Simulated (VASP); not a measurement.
# Sr2PbSe3 in VASP: a series of runs, part 2 of 2

VASP 6.6.1. The steps go on from the part before.

## 3. Single point, r2SCAN+rVV10

This run uses another cell than the first one, of 30.05 Å³/atom.

Input file POSCAR:

```
Sr2PbSe3
1.0
    4.3942074292      0.0000000000      0.0000000000
   -2.1971037146      3.8054952632      0.0000000000
    0.0000000000      0.0000000000     10.7815156913
Sr Pb Se
2 1 3
Direct
    0.3333333333      0.6666666667      0.8321602283
    0.6666666667      0.3333333333      0.1678397717
    0.0000000000      0.0000000000      0.5000000000
    0.3333333333      0.6666666667      0.3337621312
    0.6666666667      0.3333333333      0.6662378688
    0.0000000000      0.0000000000      0.0000000000
```

Input file INCAR.step1:

```
  PREC = Accurate
  ENCUT = 520
  ISMEAR = -1
  SIGMA = 0.03
  LREAL = F
  LASPH = T
  NELM = 60
  NBANDS = 35
  GGA = PE
  ALGO = Normal
  EDIFF = 1E-4
  LWAVE = T
  LCHARG = F
```

Input file INCAR.step2:

```
  PREC = Accurate
  ENCUT = 520
  EDIFF = 1E-6
  ISMEAR = -1
  SIGMA = 0.03
  LREAL = F
  LASPH = T
  NELM = 60
  ALGO = Normal
  ISIF = 2
  LWAVE = F
  LCHARG = F
  METAGGA = R2SCAN
  LMIXTAU = T
  LUSE_VDW = T
  IVDW_NL = 2
  BPARAM = 11.95
  CPARAM = 0.0093
  NBANDS = 35
  ISTART = 1
```

Input file KPOINTS:

```
regular mesh
0
Gamma
  6 6 2
```

Potentials or basis: VASP PAW PBE potentials, release 64 (Sr_sv, Pb_d, Se).

Command:

```sh
$ cat potpaw_PBE.64/Sr_sv/POTCAR potpaw_PBE.64/Pb_d/POTCAR potpaw_PBE.64/Se/POTCAR > POTCAR
$ cp INCAR.step1 INCAR
$ mpirun -np 1 vasp_std > vasp.out
$ cp INCAR.step2 INCAR
$ mpirun -np 1 vasp_std > vasp.out
```

Run time: 5 min. Hardware: 1 thread of Intel Xeon 6975P-C (Granite Rapids), shared host; peak memory 0.76 GiB.

The run converged. Its results:

```
Free energy            : -138.8670 eV
Pressure               : 0.2 GPa
Largest force          : 0.005 eV/Å
Band gap on the k mesh : 2.08 eV
```

Forces in eV/Å, atoms in the order of the input:
```
Sr   0.000  0.000  0.004
Sr   0.000  0.000 -0.004
Pb   0.000  0.000  0.000
Se   0.000  0.000  0.005
Se   0.000  0.000 -0.005
Se   0.000  0.000  0.000
```

Levels at points of the mesh, in eV from the valence-band top:
```
           k point  band 23  band 24  band 25  band 26  band 27  band 28  band 29  band 30
(0.00, 0.00, 0.00)    -0.79    -0.73    -0.66    -0.66     2.26     3.59     3.59     4.02
(0.50, 0.00, 0.00)    -1.34    -1.22    -1.07    -0.95     2.62     2.97     4.14     4.34
(0.00, 0.00, 0.50)    -1.15    -0.53    -0.53     0.00     2.08     3.46     3.46     4.09
(0.50, 0.00, 0.50)    -1.38    -1.27    -0.94    -0.53     2.80     3.03     3.97     4.08
```

Caveat: the PAW data sets were made with another functional, which shifts forces and pressure a little; spin-orbit coupling is left out, which moves the levels of the heavy elements. A k mesh can miss the band edges.

## 4. Single point, PBEsol

Input file INCAR:

```
ALGO = Normal
EDIFF = 1E-6
ENCUT = 520
GGA = PS
ISIF = 2
ISMEAR = -1
LASPH = T
LCHARG = T
LELF = T
LREAL = F
LVHAR = T
LWAVE = F
NBANDS = 35
NELM = 60
PREC = Accurate
SIGMA = 0.05
```

Input file KPOINTS:

```
k-points
0
Gamma
  6 6 2
```

Input file POSCAR:

```
Sr2PbSe3
1.0
    4.3635288427     -0.0000654252      0.0000143270
   -2.1818201979      3.7792899748      0.0000278400
    0.0000320368      0.0000969691     10.7083218723
Sr Pb Se
2 1 3
Direct
    0.3353118612      0.6599748657      0.8364765472
    0.6685943226      0.3265876770      0.1719483198
    0.0018861512     -0.0068432840      0.5042175582
    0.3352659835      0.6599257060      0.3377918033
    0.6686023557      0.3265928900      0.6706271863
    0.0019601199     -0.0067056982      0.0042087995
```

Command:

```sh
$ cat potpaw_PBE.64/Sr_sv/POTCAR potpaw_PBE.64/Pb_d/POTCAR potpaw_PBE.64/Se/POTCAR > POTCAR
$ mpirun -np 1 vasp_std > vasp.out
```

It took 1.8 min on 1 thread of Intel Xeon 6975P-C (Granite Rapids), shared host; peak memory 0.41 GiB.

It converged, with:

| Quantity | Value |
| --- | --- |
| Free energy | -28.5025 eV |
| Pressure | 0.1 GPa |
| Largest force | 0.022 eV/Å |
| Band gap on the k mesh | 1.58 eV |

Forces in eV/Å, atoms in the order of the input:
```
Sr   0.000  0.000  0.004
Sr   0.000  0.000 -0.005
Pb   0.000  0.001  0.000
Se   0.000  0.000  0.022
Se   0.000  0.000 -0.022
Se   0.000  0.000  0.000
```

Levels at points of the mesh, in eV from the valence-band top:
| k point | band 23 | band 24 | band 25 | band 26 | band 27 | band 28 | band 29 | band 30 |
| --- | --- | --- | --- | --- | --- | --- | --- | --- |
| (0.00, 0.00, 0.00) | -0.90 | -0.73 | -0.64 | -0.64 | 1.81 | 3.21 | 3.21 | 3.44 |
| (0.50, 0.00, 0.00) | -1.35 | -1.21 | -1.07 | -1.02 | 2.12 | 2.54 | 3.76 | 3.91 |
| (0.00, 0.50, 0.00) | -1.35 | -1.21 | -1.07 | -1.02 | 2.12 | 2.54 | 3.76 | 3.91 |
| (0.50, 0.50, 0.00) | -1.35 | -1.21 | -1.07 | -1.02 | 2.12 | 2.54 | 3.76 | 3.91 |
| (0.00, 0.00, 0.50) | -1.16 | -0.50 | -0.50 | 0.00 | 1.58 | 3.05 | 3.05 | 3.54 |
| (0.50, 0.00, 0.50) | -1.39 | -1.28 | -0.91 | -0.54 | 2.33 | 2.54 | 3.46 | 3.69 |
| (0.00, 0.50, 0.50) | -1.39 | -1.28 | -0.91 | -0.54 | 2.33 | 2.54 | 3.46 | 3.69 |
| (0.50, 0.50, 0.50) | -1.39 | -1.28 | -0.91 | -0.54 | 2.33 | 2.54 | 3.46 | 3.69 |

Caveat: the PAW data sets were made with another functional, which shifts forces and pressure a little; spin-orbit coupling is left out, which moves the levels of the heavy elements.

## 5. Relaxation of cell and atoms, PBEsol

This run uses another cell than the first one, of 35.10 Å³/atom.

Input file INCAR:

```
PREC = Accurate ; ENCUT = 600
EDIFF = 1E-6 ; ISMEAR = -1
SIGMA = 0.03 ; LREAL = F
LASPH = T ; NELM = 80
ALGO = Normal ; ISIF = 3
LWAVE = F ; LCHARG = F
GGA = PS ; IBRION = 2
NSW = 100 ; EDIFFG = -0.01
```

Input file KPOINTS:

```
regular mesh
0
Gamma
  6 6 2
```

Input file POSCAR:

```
Sr2PbSe3
1.0
    4.6102721800      0.0000000000      0.0000000000
   -2.3051360900      3.9926128200      0.0000000000
    0.0000000000      0.0000000000     11.4398950900
Sr Pb Se
2 1 3
Direct
    0.3333333300      0.6666666700      0.8271350000
    0.6666666700      0.3333333300      0.1728650000
    0.0000000000      0.0000000000      0.5000000000
    0.3333333300      0.6666666700      0.3480920000
    0.6666666700      0.3333333300      0.6519080000
    0.0000000000      0.0000000000      0.0000000000
```

Command:

```sh
$ cat potpaw_PBE.64/Sr_sv/POTCAR potpaw_PBE.64/Pb_d/POTCAR potpaw_PBE.64/Se/POTCAR > POTCAR
$ mpirun -np 1 vasp_std > vasp.out
```

Wall time 8.5 min (1 thread of Intel Xeon 6975P-C (Granite Rapids), shared host); peak memory 0.48 GiB.

It converged, with:

| Property | Result |
| --- | --- |
| Free energy | -28.5044 eV |
| Relaxed volume | 29.52 Å³/atom |
| Relaxed cell | a = 4.368 Å, b = 4.368 Å, c = 10.718 Å, α = 90.00°, β = 90.00°, γ = 120.00° |
| Space group after relaxing (to 0.1 Å) | P-3m1 (No. 164) |
| Energy gained by relaxing | 127.2 meV/atom |
| Ionic steps | 11 |
| Pressure after relaxing | 0.0 GPa |
| Largest force after relaxing | 0.006 eV/Å |
| Band gap on the k mesh | 1.58 eV |

Forces on the atoms (eV/Å):
```
Sr   0.000  0.000  0.006
Sr   0.000  0.000 -0.006
Pb   0.000  0.000  0.000
Se   0.000  0.000 -0.001
Se   0.000  0.000  0.001
Se   0.000  0.000  0.000
```

Step by step:
```tsv
step	energy change (eV)	largest force (eV/Å)	pressure (GPa)	volume (Å³)
1	0.0000	0.4932	-5.50	210.57
2	-0.6724	0.6676	0.62	175.94
3	-0.6747	0.6573	0.17	177.52
4	-0.7118	0.4649	0.15	177.29
5	-0.7505	0.2768	0.17	176.71
6	-0.7593	0.1358	-0.17	177.86
7	-0.7608	0.0538	-0.36	178.53
8	-0.7623	0.0554	0.22	176.37
9	-0.7631	0.0255	0.00	177.15
10	-0.7633	0.0112	0.01	177.12
11	-0.7633	0.0056	0.01	177.10
```

Final structure:
```
CELL_PARAMETERS angstrom
4.36804 0.00000 0.00000
-2.18402 3.78283 0.00000
0.00000 0.00000 10.71780
ATOMIC_POSITIONS crystal
Sr 0.33333 0.66667 0.83208
Sr 0.66667 0.33333 0.16792
Pb 0.00000 0.00000 0.50000
Se 0.33333 0.66667 0.33403
Se 0.66667 0.33333 0.66597
Se 0.00000 0.00000 0.00000
```

Levels at points of the mesh, in eV from the valence-band top:
```
           k point  band 24  band 25  band 26  band 27  band 28  band 29
(0.00, 0.00, 0.00)    -0.72    -0.64    -0.64     1.81     3.21     3.21
(0.50, 0.00, 0.00)    -1.20    -1.06    -1.01     2.13     2.54     3.77
(0.00, 0.00, 0.50)    -0.49    -0.49     0.00     1.58     3.06     3.06
(0.50, 0.00, 0.50)    -1.27    -0.90    -0.53     2.34     2.55     3.47
```

Caveat: the volume moved by over 15 % at a fixed basis, so the end points are rough; the PAW data sets were made with another functional, which shifts forces and pressure a little; spin-orbit coupling is left out, which moves the levels of the heavy elements. A k mesh can miss the band edges.

## 6. The runs side by side

| task | level | cell | cutoff (eV) | smearing | gap on the mesh (eV) | pressure (GPa) | largest force (eV/Å) |
| --- | --- | --- | --- | --- | --- | --- | --- |
| single point | PBEsol | a = 4.364, b = 4.364, c = 10.708 Å, angles 90.0, 90.0, 120.0°, 6 atoms, atomic positions A | 520 | fermi-dirac 0.03 eV | 1.58 | 0.1 | 0.02 |
| single point | r2SCAN+rVV10 | a = 4.394, b = 4.394, c = 10.782 Å, angles 90.0, 90.0, 120.0°, 6 atoms, atomic positions A | 520 | fermi-dirac 0.03 eV | 2.08 | 0.2 | 0.01 |
| single point | PBEsol | a = 4.364, b = 4.364, c = 10.708 Å, angles 90.0, 90.0, 120.0°, 6 atoms, atomic positions A | 520 | fermi-dirac 0.05 eV | 1.58 | 0.1 | 0.02 |
| relaxation of cell and atoms | PBEsol | relaxed from a = 4.610, b = 4.610, c = 11.440 Å, angles 90.0, 90.0, 120.0°, 6 atoms, atomic positions B | 600 | fermi-dirac 0.03 eV | 1.58 | 0.0 | 0.01 |

Alike in all rows: potentials or basis VASP PAW PBE potentials, release 64 (Sr_sv, Pb_d, Se); no spin polarisation; k mesh 6 × 6 × 2.

Caveats: the PAW data sets were made with another functional, which shifts forces and pressure a little; spin-orbit coupling is left out, which moves the levels of the heavy elements; the volume moved by over 15 % at a fixed basis, so the end points are rough (at least some runs).

Total energies depend on the potentials used, so only differences within one code and one set of settings carry meaning.
